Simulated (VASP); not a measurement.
# SiNi in VASP: notebook

SiNi is run at these levels: PBE; tasks: single point.

Everything below comes from runs of VASP 6.6.1. Logs are shortened: lines on timing, memory, paths and dates and some standing lists are left out, and cuts for length are marked.

## (1) The cell of the first run

The cell holds a disordered packing, 20 atoms: a = 6.401 Å, b = 6.413 Å, c = 6.563 Å, α = 89.27°, β = 89.96°, γ = 88.64°.

## (2) Single point, PBE

Contents of INCAR:

```
SYSTEM = SiNi
PREC = Accurate ; ENCUT = 400
EDIFF = 1E-6 ; ISMEAR = -1
SIGMA = 0.0853 ; LREAL = Auto
LASPH = .TRUE. ; NELM = 120
ALGO = Normal ; ISIF = 2
LWAVE = .FALSE. ; LCHARG = .FALSE.
GGA = PE ; ISYM = -1
NBANDS = 86 ; GGA_COMPAT = .FALSE.
```

Contents of KPOINTS:

```
explicit points
1
Reciprocal
  0.25000000   0.25000000   0.25000000 1
```

Contents of POSCAR:

```
SiNi
1.0
    6.4002940000      0.0757740000      0.0022980000
    0.0757740000      6.4122190000      0.0415250000
    0.0022980000      0.0415250000      6.5625770000
Si Ni
10 10
Direct
    0.9789511822      0.5255256690      0.3065448096
    0.7503736804      0.8208127917      0.5254860080
    0.0738829932      0.0092339237      0.8378723447
    0.8176679467      0.5332435417      0.7897088386
    0.4523384249      0.6527023899      0.3282081200
    0.1552051663      0.1400073179      0.2786730784
    0.2335158929      0.6303827064      0.7228079364
    0.3926442613      0.2195704101      0.6155621553
    0.7312704227      0.2615706332      0.1283932851
    0.6065941206      0.8699653261     -0.0367551136
    0.2019202517      0.7522899060      0.0987854541
    0.1558479048      0.8639633258      0.4989699602
    0.6589726925      0.4321532873      0.4573746739
    0.7157327863      1.1222548489      0.7523949225
    0.8769993408      0.9000571226      0.1907975759
    1.0598183215      0.2877745359      0.5967484572
    0.3625582961      0.1508641455      0.9898751980
    0.5106121913      0.0192159041      0.3358527714
    0.5014899537      0.5278296270      0.9578311159
    0.0982436443      0.4142709221     -0.0627379098
```

Potentials or basis: VASP PAW PBE potentials, release 64 (Si, Ni).

On the command line:

```bash
$ cat potpaw_PBE.64/Si/POTCAR potpaw_PBE.64/Ni/POTCAR > POTCAR
$ mpirun -np 1 vasp_std > vasp.out
```

OUTCAR:

```text
SYSTEM = SiNi
   PREC = Accurate
   ENCUT = 400
   EDIFF = 1E-6
   ISMEAR = -1
   LREAL = Auto
   LASPH = .TRUE.
   NELM = 120
   ISIF = 2
   GGA = PE
   ISYM = -1

 ion  position               nearest neighbor table
   1  0.979  0.526  0.307-  13 2.36  11 2.46  16 2.47  15 2.58   9 2.63  20 2.64   6 2.70   2 2.78
                            12 2.79
   2  0.750  0.821  0.525-  18 2.32  15 2.39  14 2.46   4 2.54   5 2.57  13 2.62  12 2.62   1 2.78
                            10 3.03
   3  0.074  0.009  0.838-  17 2.31  16 2.37  14 2.45  12 2.47  11 2.49  20 2.69  15 2.73   7 2.73
                             8 2.86   6 3.07
   4  0.818  0.533  0.790-  20 2.16  19 2.31  13 2.51  16 2.53   2 2.54  14 2.74  10 2.78   7 2.78
                             9 2.87
   5  0.452  0.653  0.328-  13 2.09  11 2.27  18 2.39  12 2.57   2 2.57  19 2.59  10 2.94   7 2.95

   6  0.155  0.140  0.279-  12 2.27  17 2.31  16 2.38  18 2.41  15 2.45   1 2.70   8 2.74  11 2.78
                            20 2.85   9 2.97   3 3.07
   7  0.234  0.630  0.723-  12 2.14  20 2.16  19 2.38  11 2.60  16 2.63   3 2.73   4 2.78   8 2.90
                             5 2.95
   8  0.393  0.220  0.616-  16 2.17  14 2.32  18 2.37  13 2.43  17 2.50   6 2.74   3 2.86  12 2.88
                             7 2.90  20 3.08  19 3.10
   9  0.731  0.262  0.128-  13 2.47  19 2.48  15 2.51  18 2.51   1 2.63  14 2.64  17 2.65  20 2.85
                             4 2.87  10 2.88   6 2.97
  10  0.607  0.870  0.963-  14 2.24  15 2.30  19 2.31  17 2.36  18 2.70   4 2.78  11 2.85   9 2.88
                             5 2.94   2 3.03
  11  0.202  0.752  0.099-   5 2.27  15 2.35   1 2.46   3 2.49  20 2.53  19 2.55   7 2.60  12 2.74
                             6 2.78  10 2.85  17 2.86  18 3.08
  12  0.156  0.864  0.499-   7 2.14   6 2.27   3 2.47   5 2.57   2 2.62  15 2.70  18 2.71  11 2.74
                             1 2.79  16 2.85   8 2.88
  13  0.659  0.432  0.457-   5 2.09   1 2.36   8 2.43   9 2.47   4 2.51   2 2.62  14 2.77  16 2.85
                            18 2.95
  14  0.716  0.122  0.752-  10 2.24   8 2.32   3 2.45   2 2.46   9 2.64  16 2.66   4 2.74  17 2.75
                            13 2.77
  15  0.877  0.900  0.191-  10 2.30  11 2.35   2 2.39   6 2.45   9 2.51   1 2.58  18 2.63  12 2.70
                             3 2.73
  16  0.060  0.288  0.597-   8 2.17   3 2.37   6 2.38  20 2.40   1 2.47   4 2.53   7 2.63  14 2.66
                            12 2.85  13 2.85
  17  0.363  0.151  0.990-   3 2.31   6 2.31  10 2.36  20 2.38   8 2.50  18 2.59  19 2.60   9 2.65
                            14 2.75  11 2.86
  18  0.511  0.019  0.336-   2 2.32   8 2.37   5 2.39   6 2.41   9 2.51  17 2.59  15 2.63  10 2.70
                            12 2.71  13 2.95  11 3.08
  19  0.501  0.528  0.958-   4 2.31  10 2.31   7 2.38   9 2.48  11 2.55   5 2.59  17 2.60  20 2.70
                             8 3.10
  20  0.098  0.414  0.937-   7 2.16   4 2.16  17 2.38  16 2.40  11 2.53   1 2.64   3 2.69  19 2.70
                             6 2.85   9 2.85   8 3.08

IMPORTANT INFORMATION: All symmetrisations will be switched off!
NOSYMM: (Re-)initialisation of all symmetry stuff for point group C_1.

----------------------------------------------------------------------------------------

                                     Primitive cell

  volume of cell :     269.2800

  direct lattice vectors                    reciprocal lattice vectors
     6.400294000  0.075774000  0.002298000     0.156264697 -0.001846321 -0.000043036
     0.075774000  6.412219000  0.041525000    -0.001846321  0.155980459 -0.000986327
     0.002298000  0.041525000  6.562577000    -0.000043036 -0.000986327  0.152385421

  length of vectors
     6.400742946  6.412801145  6.562708777     0.156275610  0.155994504  0.152388619

  position of ions in fractional coordinates (direct lattice)
     0.978951182  0.525525669  0.306544810
     0.750373680  0.820812792  0.525486008
     0.073882993  0.009233924  0.837872345
     0.817667947  0.533243542  0.789708839
     0.452338425  0.652702390  0.328208120
     0.155205166  0.140007318  0.278673078
[... 12 lines left out ...]
     0.501489954  0.527829627  0.957831116
     0.098243644  0.414270922  0.937262090

  ion indices of the primitive-cell ions
   primitive index   ion index
                 1           1
                 2           2
                 3           3
                 4           4
                 5           5
                 6           6
[... 12 lines left out ...]
                19          19
                20          20

----------------------------------------------------------------------------------------

 KPOINTS: explicit points

Read explicit list of k-points.

 Found      1 k-points:

 Following reciprocal coordinates:
            Coordinates               Weight
  0.250000  0.250000  0.250000      1.000000
   k-points           NKPTS =      1   k-points in BZ     NKDIM =      1   number of bands    NBANDS=     86
   number of dos      NEDOS =    301   number of ions     NIONS =     20
   total plane-waves  NPLWV =  84672
   dimension x,y,z NGX =    42 NGY =   42 NGZ =   48
   dimension x,y,z NGXF=    84 NGYF=   84 NGZF=   96
   ions per type =              10  10
   NGX,Y,Z   is equivalent  to a cutoff of  10.91, 10.89, 12.16 a.u.
   NGXF,Y,Z  is equivalent  to a cutoff of  21.82, 21.78, 24.32 a.u.
 SYSTEM =  SiNi
   PREC   = accura    normal or accurate (medium, high low for compatibility)
   ISTART =      0    job   : 0-new  1-cont  2-samecut
   ICHARG =      2    charge: 1-file 2-atom 10-const
   ISPIN  =      1    spin polarized calculation?
   LNONCOLLINEAR =      F non collinear calculations
   LSORBIT =      F    spin-orbit coupling
   LASPH  =      T    aspherical Exc in radial PAW
   ENCUT  =  400.0 eV  29.40 Ry    5.42 a.u.  10.44 10.46 10.70*2*pi/ulx,y,z
   NELM   =    120;   NELMIN=  2; NELMDL= -5     # of ELM steps
   EDIFF  = 0.1E-05   stopping-criterion for ELM
   LREAL  =      T    real-space projection
   EDIFFG = 0.1E-04   stopping-criterion for IOM
   NSW    =      0    number of steps for IOM
   IBRION =     -1    ionic relax: 0-MD 1-quasi-New 2-CG
   NFREE  =      0    steps in history (QN), initial steepest desc. (CG)
   ISIF   =      2    stress and relaxation
   ISYM   =     -1    0-nonsym 1-usesym 2-fastsym
   POTIM  = 0.5000    time-step for ionic-motion
   TEBEG  =    0.0;   TEEND  =   0.0 temperature during run
   PSTRESS=    0.0 pullay stress
   NELECT =     140.0000    total number of electrons
   NUPDOWN=      -1.0000    fix difference up-down
   EMIN   =  10.00;   EMAX   =-10.00  energy-range for DOS
   EFERMI =   0.00;   METHOD = LEGACY
   ISMEAR =    -1;   SIGMA  =   0.09  broadening in eV -4-tet -1-fermi 0-gaus
   EFERMI_NEDOS =   21; number of points for ismear=-14 and -15
   IALGO  =     38    algorithm
   IMIX   =      4    mixing-type and parameters
     AMIX     =   0.40;   BMIX     =  1.00
     AMIX_MAG =   1.60;   BMIX_MAG =  1.00
  volume/ion in A,a.u.               =      13.46        90.86
  Fermi-wavevector in a.u.,A,eV,Ry     =   1.316385  2.487606 23.577108  1.732869
  Thomas-Fermi vector in A             =   2.446500
   LORBIT       =      0    0 simple, 1 ext, 2 COOP (PROOUT), +10 PAW based schemes
   GGA     = PE    functional components
   LHFCALC =     F    Hartree Fock is set to
   AEXX    =    0.0000 exact exchange contribution
   IVDW    =     0    specifies the selected vdW correction
   LEPSILON=     F    determine dielectric tensor
   LRPA    =     F    only Hartree local field effects (RPA)
 non-spin polarized calculation
  energy-cutoff  :      400.00
  volume of cell :      269.28
 maximum number of plane-waves:      4900
 NGX is ok and might be reduce to    42
   NGX = 21   NGY = 21   NGZ = 21

 number of electron     140.0000028 magnetization

 Free energy of the ion-electron system (eV)
  ---------------------------------------------------
  ext. energy  EPLUGINS =         0.00000000
  ---------------------------------------------------
  free energy    TOTEN  =      -113.06531236 eV

  energy without entropy =     -112.91026176  energy(sigma->0) =     -112.98778706

 E-fermi :   9.0418     XC(G=0): -11.6647

 val. band max:        8.8619405360   @ k =   0.2500   0.2500   0.2500
 cond. band min:       9.2204475170   @ k =   0.2500   0.2500   0.2500
 fundamental gap:      0.3585069810
 Fermi energy:         9.0417909401

 k-point     1 :       0.2500    0.2500    0.2500
  band No.  band energies     occupation
      1      -2.7067      2.00000
      2      -1.3659      2.00000
      3      -1.1701      2.00000
      4      -0.7832      2.00000
      5       0.1083      2.00000
      6       0.4785      2.00000
[... 74 lines left out ...]
     81      11.4071      0.00000
     82      11.5028      0.00000
 [bands above 82 left out]

------------------------ aborting loop because EDIFF is reached ----------------------------------------

  FORCE on cell =-STRESS in cart. coord.  units (eV):
  Direction    XX          YY          ZZ          XY          YZ          ZX
  --------------------------------------------------------------------------------------
  -------------------------------------------------------------------------------------
  Total       -6.4929501    -11.7976553    -15.2207207    -12.9438704    -11.1783797     -4.3390417
  in kB      -38.6321217    -70.1943565    -90.5611048    -77.0141721    -66.5097555    -25.8166753
  external PRESSURE =     -66.4625277 kB  Pullay stress =       0.0000000 kB

 VOLUME and BASIS-vectors are now :
 -----------------------------------------------------------------------------
  energy-cutoff  :      400.00
  volume of cell :      269.28
      direct lattice vectors                 reciprocal lattice vectors
     6.400294000  0.075774000  0.002298000     0.156264697 -0.001846321 -0.000043036
     0.075774000  6.412219000  0.041525000    -0.001846321  0.155980459 -0.000986327
     0.002298000  0.041525000  6.562577000    -0.000043036 -0.000986327  0.152385421

 POSITION                                       TOTAL-FORCE (eV/Angst)
 -----------------------------------------------------------------------------------
      6.30610      3.45669      2.03580         0.592441      0.098976     -0.622990
      4.86602      5.34191      3.48435         0.865488      0.145842      0.156201
      0.47550      0.09960      5.49916        -0.339405     -0.113860      0.108422
      5.27554      3.51403      5.20655        -0.891154     -0.272295     -0.457674
      2.94531      4.23317      2.18203        -1.293830      1.150610     -0.551321
      1.00461      0.92109      1.83498         0.216996      0.535564     -1.282357
[... 12 lines left out ...]
      3.25188      3.46233      6.30891         0.338850     -0.108480     -0.012870
      0.66233      2.70276      6.16828        -0.394751     -0.682025      2.211688
 -----------------------------------------------------------------------------------
    total drift:                                0.003207     -0.005486     -0.007077

  FREE ENERGIE OF THE ION-ELECTRON SYSTEM (eV)
  ---------------------------------------------------
  free  energy   TOTEN  =      -113.0653123597 eV

  energy  without entropy=     -112.9102617607  energy(sigma->0) =     -112.98778706
```

Wall time 43 s (1 thread of Intel Xeon Platinum 8488C (Sapphire Rapids), shared host); peak memory 0.28 GiB.

Results:

| Quantity | Value |
| --- | --- |
| Free energy | -113.0653 eV |
| Pressure | -6.6 GPa |
| Largest force | 2.348 eV/Å |

Forces on the atoms (eV/Å):
```
Si   0.592  0.099 -0.623
Si   0.865  0.146  0.156
Si  -0.339 -0.114  0.108
Si  -0.891 -0.272 -0.458
Si  -1.294  1.151 -0.551
Si   0.217  0.536 -1.282
Si   0.115 -0.448  0.599
Si   0.630  0.040  0.257
Si  -0.252 -0.239 -0.071
Si  -0.792 -0.205  0.374
Ni   0.171  0.625 -0.086
Ni  -0.490  0.652 -0.856
Ni   1.111 -1.279  0.662
Ni   0.029  0.371  0.012
Ni  -0.349  0.601  0.568
Ni  -0.911  0.057 -0.981
Ni   1.094 -1.016  0.134
Ni   0.549  0.087 -0.162
Ni   0.339 -0.108 -0.013
Ni  -0.395 -0.682  2.212
```

Caveat: the atoms stand as in a frame of molecular dynamics. Spin polarisation is off, so any magnetic state and its effect on volume and gap are missing.

## (3) Single point, PBE

Contents of INCAR:

```
PREC     = Accurate       # precision mode
ENCUT    = 400            # plane-wave cutoff, eV
EDIFF    = 1E-6           # SCF threshold, eV
ISMEAR   = -1             # smearing method
SIGMA    = 0.0853         # smearing width, eV
LREAL    = Auto         
LASPH    = T              # aspherical terms in the spheres
NELM     = 120            # most SCF steps
ALGO     = Normal         # electronic algorithm
ISIF     = 2              # what is computed and relaxed
LWAVE    = F              # write WAVECAR
LCHARG   = F              # write CHGCAR
GGA      = PE             # functional
NBANDS   = 86             # bands
ISYM     = -1           
GGA_COMPAT= F
```

KPOINTS is that of step 2.

Contents of POSCAR:

```
SiNi
1.0
    6.4002940000      0.0757740000      0.0022980000
    0.0757740000      6.4122190000      0.0415250000
    0.0022980000      0.0415250000      6.5625770000
Si Ni
10 10
Direct
    0.9998972450      0.5438702617      0.2652031395
    0.7529525374      0.7610131659      0.5145260228
    0.0471327140     -0.0472832087      0.8562276868
    0.8010208039      0.4505807486      0.8020231821
    0.4190611364      0.6624081677      0.3795502130
    0.2272266443      0.1902582686      0.2589390355
    0.1867623026      0.6437523294      0.7165648502
    0.3850512354      0.1996737673      0.6500470317
    0.6617812735      0.2995752414      0.1319718404
    0.5901153132      0.7829855149     -0.0249968204
    0.2336574829      0.7371244673      0.0964075487
    0.1509847601      0.8858291213      0.4348695616
    0.6539329539      0.4136944654      0.4558548569
    0.7221372404      1.0781253801      0.7582595027
    0.8916581066      0.8728614602      0.1482879969
    1.0491778168      0.3356489047      0.5735657149
    0.4093322477      0.0800728428      1.0042782477
    0.5487514132      0.0137397929      0.3744575377
    0.4550478431      0.4682250908      0.8832602274
    0.0910577358      0.3522267225     -0.0456518019
```

Potentials or basis: VASP PAW PBE potentials, release 64 (Si, Ni).

On the command line:

```bash
$ cat potpaw_PBE.64/Si/POTCAR potpaw_PBE.64/Ni/POTCAR > POTCAR
$ mpirun -np 1 vasp_std > vasp.out
```

Run time: 45 s. Hardware: 1 thread of Intel Xeon Platinum 8488C (Sapphire Rapids), shared host; peak memory 0.28 GiB.

It converged, with:

```yaml
Free_energy: -112.2798 eV
Pressure: -5.2 GPa
Largest_force: 1.944 eV/Å
```

Forces on the atoms (eV/Å):
```
Si  -0.591 -1.167  0.374
Si   1.449  1.048 -0.366
Si   0.391  1.307 -0.535
Si  -0.327  0.388 -0.485
Si  -0.199 -0.077 -0.050
Si  -1.183  0.382  1.495
Si   0.052 -0.877 -0.094
Si  -0.398 -0.295 -0.546
Si   0.574 -0.683  0.360
Si   0.318  0.211  0.034
Ni   0.965 -0.106 -1.291
Ni  -0.301  0.110  1.458
Ni   0.420 -0.218  0.794
Ni  -0.092 -0.346  0.113
Ni  -1.608  0.666  0.763
Ni   0.237 -0.749 -0.662
Ni   0.033  0.318 -1.242
Ni  -0.460  0.501 -0.525
Ni   0.538  0.051  0.035
Ni   0.181 -0.465  0.370
```

Stress tensor (GPa, compression positive):
```
-2.16 -6.90 -2.06
-6.90 -6.28 -4.49
-2.06 -4.49 -7.23
```

Levels at points of the mesh, in eV from the Fermi level:
```tsv
k point	band 67	band 68	band 69	band 70	band 71	band 72	band 73	band 74
(0.25, 0.25, 0.25)	-0.82	-0.45	-0.31	-0.13	0.12	0.51	0.65	0.75
```

Caveat: the atoms stand as in a frame of molecular dynamics.

## (4) Single point, PBE

Contents of INCAR:

```
  ALGO = Normal
  EDIFF = 1E-6
  ENCUT = 400
  GGA = PE
  GGA_COMPAT = False
  ISIF = 2
  ISMEAR = -1
  ISYM = -1
  LASPH = True
  LCHARG = True
  LELF = True
  LREAL = Auto
  LVHAR = True
  LWAVE = False
  NBANDS = 86
  NELM = 120
  PREC = Accurate
  SIGMA = 0.0853
```

KPOINTS is that of step 3.

Contents of POSCAR:

```
SiNi
1.0
    6.4002940000      0.0757740000      0.0022980000
    0.0757740000      6.4122190000      0.0415250000
    0.0022980000      0.0415250000      6.5625770000
Si Ni
10 10
Direct
    1.0076200002      0.5771124421      0.2652916522
    0.8068798702      0.9015139388      0.5244955486
    0.0091006789      0.0754011385      0.8831737981
    0.8403841401      0.5727563897      0.6916394411
    0.5101629204      0.7343647916      0.2974604561
    0.1794134995      0.2050166690      0.2406102649
    0.2324842191      0.6686302292      0.6757442817
    0.3566115233      0.3089087304      0.5705644401
    0.6580687215      0.2983423255      0.0809915210
    0.5739776679      0.8302953356     -0.0925252404
    0.2113225293      0.7937943017     -0.0031705422
    0.1611930306      0.8943697733      0.4448381899
    0.6958275586      0.4882093526      0.4192673236
    0.6939315494      1.1449512451      0.7286912207
    0.8364555665      0.9381388014      0.1570612598
    1.0379395886      0.2780090017      0.5485746668
    0.3798282619      0.1129666702      0.9536632048
    0.5293466274      0.1026350036      0.3485169992
    0.5314866862      0.4615608008      0.8175121345
    0.1243761056      0.4340961409     -0.0547621245
```

On the command line:

```bash
$ cat potpaw_PBE.64/Si/POTCAR potpaw_PBE.64/Ni/POTCAR > POTCAR
$ mpirun -np 1 vasp_std > vasp.out
```

It took 47 s on 1 thread of Intel Xeon Platinum 8488C (Sapphire Rapids), shared host; peak memory 0.27 GiB.

It converged, with:

```
Free energy   : -111.9215 eV
Pressure      : -2.7 GPa
Largest force : 2.851 eV/Å
```

Forces on the atoms (eV/Å):
```
Si   0.210  0.463 -0.530
Si   0.652  0.356 -0.590
Si   0.669  0.665 -0.282
Si   0.995 -0.416  2.561
Si  -1.373  1.755 -1.115
Si   0.347 -0.448 -1.075
Si  -0.028 -0.787  1.135
Si   2.449 -0.802  0.760
Si   0.863 -0.522  1.282
Si   0.465 -0.606  0.191
Ni  -0.389 -0.410  1.127
Ni  -0.071  0.484 -1.821
Ni  -0.712 -2.545 -1.069
Ni  -0.075 -0.321 -0.167
Ni   0.265  0.065  0.287
Ni  -2.134  0.317  0.394
Ni  -0.606  1.323 -0.197
Ni  -0.299 -0.418 -0.272
Ni  -0.850  2.539 -0.243
Ni  -0.379 -0.692 -0.375
```

Stress tensor (GPa, compression positive):
```
-2.70 -4.68 -2.97
-4.68 -1.58 -1.73
-2.97 -1.73 -3.75
```

Levels at points of the mesh, in eV from the Fermi level:
| k point | band 66 | band 67 | band 68 | band 69 | band 70 | band 71 | band 72 | band 73 | band 74 | band 75 |
| --- | --- | --- | --- | --- | --- | --- | --- | --- | --- | --- |
| (0.25, 0.25, 0.25) | -0.76 | -0.66 | -0.54 | -0.51 | -0.05 | 0.05 | 0.53 | 0.65 | 0.92 | 1.15 |

Caveat: the atoms stand as in a frame of molecular dynamics.

[end of part 1 of 2]
